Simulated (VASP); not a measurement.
# PN (Fm-3m) in VASP: a series of runs

Runs on PN. Level: PBE+D3(BJ). Tasks: single point, relaxation of cell and atoms.

All numbers are computed with VASP 6.6.1; they aren't measurements. Logs are shortened: lines on timing, memory, paths and dates and some standing lists are left out, and cuts for length are marked.

### Step 1. The cell of the first run

The structure is cubic, space group Fm-3m (No. 225). The conventional cell has a = 4.313 Å, b = 4.313 Å, c = 4.313 Å, α = 90.00°, β = 90.00°, γ = 90.00°. Within 2.9 Å of P (site symmetry m-3m) lie 6 N at 2.16 Å. N (site symmetry m-3m) has 6 P at 2.16 Å within 2.9 Å.

### Step 2. Single point, PBE+D3(BJ)

Contents of INCAR:

```
SYSTEM = PN
  ALGO = Normal
  EDIFF = 1E-6
  ENCUT = 520
  GGA = PE
  ISIF = 2
  ISMEAR = 0
  IVDW = 12
  LASPH = .TRUE.
  LCHARG = .FALSE.
  LREAL = .FALSE.
  LWAVE = .FALSE.
  NBANDS = 12
  NELM = 100
  PREC = Accurate
  SIGMA = 0.02
```

Contents of KPOINTS:

```
k-points
0
G
  12 12 12
  0 0 0
```

Contents of POSCAR:

```
PN
1.0
    0.0000000000      2.1564263354      2.1564263354
    2.1564263354      0.0000000000      2.1564263354
    2.1564263354      2.1564263354      0.0000000000
P N
1 1
Direct
    0.0000000000      0.0000000000      0.0000000000
    0.5000000000      0.5000000000      0.5000000000
```

Potentials or basis: VASP PAW PBE potentials, release 64 (P, N).

Launch:

```sh
> cat potpaw_PBE.64/P/POTCAR potpaw_PBE.64/N/POTCAR > POTCAR
> mpirun -np 1 vasp_std > vasp.out
```

OUTCAR:

```text
SYSTEM = PN
   EDIFF = 1E-6
   ENCUT = 520
   GGA = PE
   ISIF = 2
   ISMEAR = 0
   IVDW = 12
   LASPH = .TRUE.
   LREAL = .FALSE.
   NELM = 100
   PREC = Accurate
 IVDW          = 12

 ion  position               nearest neighbor table
   1  0.000  0.000  0.000-   2 2.16   2 2.16   2 2.16   2 2.16   2 2.16   2 2.16
   2  0.500  0.500  0.500-   1 2.16   1 2.16   1 2.16   1 2.16   1 2.16   1 2.16

  LATTYP: Found a face centered cubic cell.
 ALAT       =     4.3128526708

  Lattice vectors:

 A1 = (   0.0000000000,   2.1564263354,   2.1564263354)
 A2 = (   2.1564263354,   0.0000000000,   2.1564263354)
 A3 = (   2.1564263354,   2.1564263354,   0.0000000000)

Analysis of symmetry for initial positions (statically):
=====================================================================
 Subroutine PRICEL returns:
 Original cell was already a primitive cell.

 Routine SETGRP: Setting up the symmetry group for a
 face centered cubic supercell.

 Subroutine GETGRP returns: Found 48 space group operations
 (whereof 48 operations were pure point group operations)
 out of a pool of 48 trial point group operations.

The static configuration has the point symmetry O_h .

Analysis of symmetry for dynamics (positions and initial velocities):
=====================================================================
 Subroutine PRICEL returns:
 Original cell was already a primitive cell.

 Routine SETGRP: Setting up the symmetry group for a
 face centered cubic supercell.

 Subroutine GETGRP returns: Found 48 space group operations
 (whereof 48 operations were pure point group operations)
 out of a pool of 48 trial point group operations.

The dynamic configuration has the point symmetry O_h .

 Subroutine INISYM returns: Found 48 space group operations
 (whereof 48 operations are pure point group operations),
 and found     1 'primitive' translations

----------------------------------------------------------------------------------------

                                     Primitive cell

  volume of cell :      20.0555

  direct lattice vectors                    reciprocal lattice vectors
     0.000000000  2.156426335  2.156426335    -0.231865096  0.231865096  0.231865096
     2.156426335  0.000000000  2.156426335     0.231865096 -0.231865096  0.231865096
     2.156426335  2.156426335  0.000000000     0.231865096  0.231865096 -0.231865096

  length of vectors
     3.049647370  3.049647370  3.049647370     0.401602127  0.401602127  0.401602127

  position of ions in fractional coordinates (direct lattice)
     0.000000000  0.000000000  0.000000000
     0.500000000  0.500000000  0.500000000

  ion indices of the primitive-cell ions
   primitive index   ion index
                 1           1
                 2           2

----------------------------------------------------------------------------------------

 KPOINTS: k-points

Automatic generation of k-mesh.
 Grid dimensions read from file:
 generate k-points for:   12   12   12

 Generating k-lattice:

  Cartesian coordinates                     Fractional coordinates (reciprocal lattice)
    -0.019322091  0.019322091  0.019322091     0.083333333  0.000000000  0.000000000
     0.019322091 -0.019322091  0.019322091     0.000000000  0.083333333  0.000000000
     0.019322091  0.019322091 -0.019322091     0.000000000  0.000000000  0.083333333

  Length of vectors
     0.033466844  0.033466844  0.033466844

  Shift w.r.t. Gamma in fractional coordinates (k-lattice)
     0.000000000  0.000000000  0.000000000

 Subroutine IBZKPT returns following result:
 ===========================================

 Found     72 irreducible k-points:

 Following reciprocal coordinates:
            Coordinates               Weight
  0.000000  0.000000  0.000000      1.000000
  0.083333  0.000000  0.000000      8.000000
  0.166667  0.000000  0.000000      8.000000
  0.250000  0.000000  0.000000      8.000000
  0.333333  0.000000  0.000000      8.000000
  0.416667  0.000000  0.000000      8.000000
[... 16 lines left out ...]
  0.500000  0.166667  0.000000     24.000000
 -0.416667  0.166667  0.000000     24.000000
 [... further k-points ...]
   k-points           NKPTS =     72   k-points in BZ     NKDIM =     72   number of bands    NBANDS=     12
   number of dos      NEDOS =    301   number of ions     NIONS =      2
   total plane-waves  NPLWV =  13824
   dimension x,y,z NGX =    24 NGY =   24 NGZ =   24
   dimension x,y,z NGXF=    48 NGYF=   48 NGZF=   48
   ions per type =               1   1
   NGX,Y,Z   is equivalent  to a cutoff of  13.08, 13.08, 13.08 a.u.
   NGXF,Y,Z  is equivalent  to a cutoff of  26.17, 26.17, 26.17 a.u.
 SYSTEM =  PN
   PREC   = accura    normal or accurate (medium, high low for compatibility)
   ISTART =      0    job   : 0-new  1-cont  2-samecut
   ICHARG =      2    charge: 1-file 2-atom 10-const
   ISPIN  =      1    spin polarized calculation?
   LNONCOLLINEAR =      F non collinear calculations
   LSORBIT =      F    spin-orbit coupling
   LASPH  =      T    aspherical Exc in radial PAW
   ENCUT  =  520.0 eV  38.22 Ry    6.18 a.u.   5.67  5.67  5.67*2*pi/ulx,y,z
   NELM   =    100;   NELMIN=  2; NELMDL= -5     # of ELM steps
   EDIFF  = 0.1E-05   stopping-criterion for ELM
   LREAL  =      F    real-space projection
   EDIFFG = 0.1E-04   stopping-criterion for IOM
   NSW    =      0    number of steps for IOM
   IBRION =     -1    ionic relax: 0-MD 1-quasi-New 2-CG
   NFREE  =      0    steps in history (QN), initial steepest desc. (CG)
   ISIF   =      2    stress and relaxation
   ISYM   =      2    0-nonsym 1-usesym 2-fastsym
   POTIM  = 0.5000    time-step for ionic-motion
   TEBEG  =    0.0;   TEEND  =   0.0 temperature during run
   PSTRESS=    0.0 pullay stress
   NELECT =      10.0000    total number of electrons
   NUPDOWN=      -1.0000    fix difference up-down
   EMIN   =  10.00;   EMAX   =-10.00  energy-range for DOS
   EFERMI =   0.00;   METHOD = LEGACY
   ISMEAR =     0;   SIGMA  =   0.02  broadening in eV -4-tet -1-fermi 0-gaus
   EFERMI_NEDOS =   21; number of points for ismear=-14 and -15
   IALGO  =     38    algorithm
   IMIX   =      4    mixing-type and parameters
     AMIX     =   0.40;   BMIX     =  1.00
     AMIX_MAG =   1.60;   BMIX_MAG =  1.00
  volume/ion in A,a.u.               =      10.03        67.67
  Fermi-wavevector in a.u.,A,eV,Ry     =   1.298166  2.453178 22.929011  1.685235
  Thomas-Fermi vector in A             =   2.429512
   LORBIT       =      0    0 simple, 1 ext, 2 COOP (PROOUT), +10 PAW based schemes
   GGA     = PE    functional components
   LHFCALC =     F    Hartree Fock is set to
   AEXX    =    0.0000 exact exchange contribution
   IVDW    =    12    specifies the selected vdW correction
   LEPSILON=     F    determine dielectric tensor
   LRPA    =     F    only Hartree local field effects (RPA)
 non-spin polarized calculation
 Gauss-broadening in eV      SIGMA  =   0.02
  energy-cutoff  :      520.00
  volume of cell :       20.06
 maximum number of plane-waves:       560
   NGX = 11   NGY = 11   NGZ = 11

 number of electron      10.0000000 magnetization

 number of electron       9.9999998 magnetization

 Free energy of the ion-electron system (eV)
  ---------------------------------------------------
  ext. energy  EPLUGINS =         0.00000000
  ---------------------------------------------------
  free energy    TOTEN  =       -11.46348301 eV

  energy without entropy =      -11.46348301  energy(sigma->0) =      -11.46348301

 E-fermi :  10.6417     XC(G=0): -12.1003

 val. band max:       10.5493215686   @ k =  -0.2500   0.1667   0.0000
 cond. band min:      10.7368239499   @ k =  -0.4167   0.0833   0.0000
 fundamental gap:      0.1875023814
 Fermi energy:        10.6417455148

 k-point     1 :       0.0000    0.0000    0.0000
  band No.  band energies     occupation
      1      -9.7251      2.00000
      2       5.9422      2.00000
      3       6.8261      2.00000
      4       6.8261      2.00000
      5       6.8261      2.00000
      6      15.7947      0.00000
      7      15.7947      0.00000
      8      15.7947      0.00000
      9      18.2808      0.00000
     10      18.2808      0.00000
     11      18.2808      0.00000
     12      22.3066      0.00000

 k-point     2 :       0.0833    0.0000    0.0000
  band No.  band energies     occupation
      1      -9.5900      2.00000
      2       4.7065      2.00000
      3       6.8067      2.00000
      4       6.8067      2.00000
      5       7.7964      2.00000
      6      15.2552      0.00000
      7      15.2552      0.00000
      8      15.3206      0.00000
      9      18.3157      0.00000
     10      18.5973      0.00000
     11      18.5973      0.00000
     12      23.0047      0.00000

 k-point     3 :       0.1667    0.0000    0.0000
  band No.  band energies     occupation
      1      -9.1889      2.00000
      2       2.9445      2.00000
      3       6.7640      2.00000
      4       6.7640      2.00000
      5       8.7790      2.00000
      6      14.1380      0.00000
      7      14.1380      0.00000
      8      14.3867      0.00000
      9      18.4336      0.00000
     10      19.4374      0.00000
     11      19.4374      0.00000
     12      24.6565      0.00000
[... 286 lines left out ...]
 k-point    23 :       0.5000    0.1667    0.0000
  band No.  band energies     occupation
      1      -6.1214      2.00000
      2      -2.1579      2.00000
      3       4.5017      2.00000
      4       5.6979      2.00000
      5       8.3033      2.00000
      6      12.3618      0.00000
      7      12.8568      0.00000
      8      14.8960      0.00000
      9      19.2999      0.00000
     10      23.1750      0.00000
     11      25.1099      0.00000
     12      29.7774      0.00000

 k-point    24 :      -0.4167    0.1667    0.0000
  band No.  band energies     occupation
      1      -5.9425      2.00000
      2      -2.4160      2.00000
      3       4.0990      2.00000
      4       6.0861      2.00000
      5       8.8047      2.00000
      6      12.0853      0.00000
      7      12.2035      0.00000
      8      15.0723      0.00000
      9      20.5458      0.00000
     10      22.6732      0.00000
     11      24.1306      0.00000
     12      29.2792      0.00000

 [... further k-points ...]

------------------------ aborting loop because EDIFF is reached ----------------------------------------

 Edisp (eV)   -0.65813

 E8    (eV) :    -0.2247

  FORCE on cell =-STRESS in cart. coord.  units (eV):
  Direction    XX          YY          ZZ          XY          YZ          ZX
  --------------------------------------------------------------------------------------
  -------------------------------------------------------------------------------------
  Total      -0.04393    -0.04393    -0.04393    -0.00000    -0.00000     0.00000
  in kB      -3.50955    -3.50955    -3.50955    -0.00000    -0.00000     0.00000
  external pressure =       -3.51 kB  Pullay stress =        0.00 kB

 VOLUME and BASIS-vectors are now :
 -----------------------------------------------------------------------------
  energy-cutoff  :      520.00
  volume of cell :       20.06
      direct lattice vectors                 reciprocal lattice vectors
     0.000000000  2.156426335  2.156426335    -0.231865096  0.231865096  0.231865096
     2.156426335  0.000000000  2.156426335     0.231865096 -0.231865096  0.231865096
     2.156426335  2.156426335  0.000000000     0.231865096  0.231865096 -0.231865096

 POSITION                                       TOTAL-FORCE (eV/Angst)
 -----------------------------------------------------------------------------------
      0.00000      0.00000      0.00000         0.000000      0.000000      0.000000
      2.15643      2.15643      2.15643        -0.000000     -0.000000     -0.000000
 -----------------------------------------------------------------------------------
    total drift:                                0.000000     -0.000000      0.000000

  FREE ENERGIE OF THE ION-ELECTRON SYSTEM (eV)
  ---------------------------------------------------
  free  energy   TOTEN  =       -12.1216116883 eV

  energy  without entropy=      -12.1216116883  energy(sigma->0) =      -12.12161169
```

Wall time 17 s (1 thread of Intel Xeon 6975P-C, shared host); peak memory 0.15 GiB.

What came out:

* Free energy: -12.1216 eV
* Pressure: -0.4 GPa
* Band gap on the k mesh: 0.19 eV, indirect (least direct gap 0.48 eV)
* Dispersion energy per atom: -0.329 eV

Levels at points of the mesh, in eV from the valence-band top:
```tsv
k point	band 1	band 2	band 3	band 4	band 5	band 6	band 7	band 8	band 9	band 10
(0.00, 0.00, 0.00)	-20.27	-4.61	-3.72	-3.72	-3.72	5.25	5.25	5.25	7.73	7.73
(0.50, 0.00, 0.00)	-16.73	-13.55	-3.78	-3.78	-0.56	0.62	0.62	1.64	9.90	13.92
(0.50, 0.50, 0.00)	-15.99	-10.48	-8.22	-6.62	-6.62	2.44	6.38	6.38	6.71	15.60
```

### Step 3. Relaxation of cell and atoms, PBE+D3(BJ)

Contents of INCAR:

```
SYSTEM = PN
PREC     = Accurate       ! precision mode
ENCUT    = 600            ! plane-wave cutoff, eV
EDIFF    = 1E-6           ! SCF threshold, eV
ISMEAR   = 0              ! smearing method
SIGMA    = 0.02           ! smearing width, eV
LREAL    = .False.        ! projectors in reciprocal space
LASPH    = .True.         ! aspherical terms in the spheres
NELM     = 60             ! most SCF steps
ALGO     = Normal         ! electronic algorithm
ISIF     = 3              ! what is computed and relaxed
LWAVE    = .False.        ! write WAVECAR
LCHARG   = .False.        ! write CHGCAR
GGA      = PE             ! functional
IVDW     = 12             ! dispersion correction
IBRION   = 2              ! ionic algorithm
NSW      = 100            ! ionic steps
EDIFFG   = -0.01          ! ionic threshold
```

Contents of KPOINTS:

```
Automatic mesh
0
Gamma
  12 12 12
  0 0 0
```

Contents of POSCAR:

```
PN
1.0
    0.0000000000      2.1567586826      2.1567586826
    2.1567586826      0.0000000000      2.1567586826
    2.1567586826      2.1567586826      0.0000000000
P N
1 1
Direct
    0.0000000000      0.0000000000      0.0000000000
    0.5000000000      0.5000000000      0.5000000000
```

Potentials or basis: VASP PAW PBE potentials, release 64 (P, N).

Launch:

```sh
> cat potpaw_PBE.64/P/POTCAR potpaw_PBE.64/N/POTCAR > POTCAR
> mpirun -np 1 vasp_std > vasp.out
```

Wall time 25 s (1 thread of Intel Xeon 6975P-C, shared host); peak memory 0.15 GiB.

The run converged. Its results:

* Free energy: -12.1239 eV
* Relaxed volume: 10.00 Å³/atom
* Relaxed cell: a = 3.047 Å, b = 3.047 Å, c = 3.047 Å, α = 60.00°, β = 60.00°, γ = 60.00°
* Space group after relaxing (to 0.05 Å): Fm-3m (No. 225)
* Energy gained by relaxing: 0.1 meV/atom
* Ionic steps: 3
* Pressure after relaxing: 0.0 GPa
* Band gap on the k mesh: 0.19 eV, indirect (least direct gap 0.48 eV)
* Dispersion energy per atom: -0.330 eV

The path:
```csv
step,energy change (eV),largest force (eV/Å),pressure (GPa),volume (Å³)
1,0.0000,0.0000,-0.60,20.06
2,0.0000,0.0000,0.45,19.96
3,-0.0001,0.0000,0.00,20.00
```

Final structure:
```
P N
1.0
     0.00000    2.15459    2.15459
     2.15459    0.00000    2.15459
     2.15459    2.15459    0.00000
P N
1 1
Cartesian
  0.0000 0.0000 0.0000
  2.1546 2.1546 2.1546
```

Levels at points of the mesh, in eV from the valence-band top:
```csv
k point,band 1,band 2,band 3,band 4,band 5,band 6,band 7,band 8,band 9
"(0.00, 0.00, 0.00)",-20.31,-4.59,-3.74,-3.74,-3.74,5.26,5.26,5.26,7.72
"(0.50, 0.00, 0.00)",-16.76,-13.57,-3.80,-3.80,-0.56,0.62,0.62,1.65,9.90
"(0.50, 0.50, 0.00)",-16.02,-10.51,-8.22,-6.64,-6.64,2.42,6.39,6.39,6.72
```
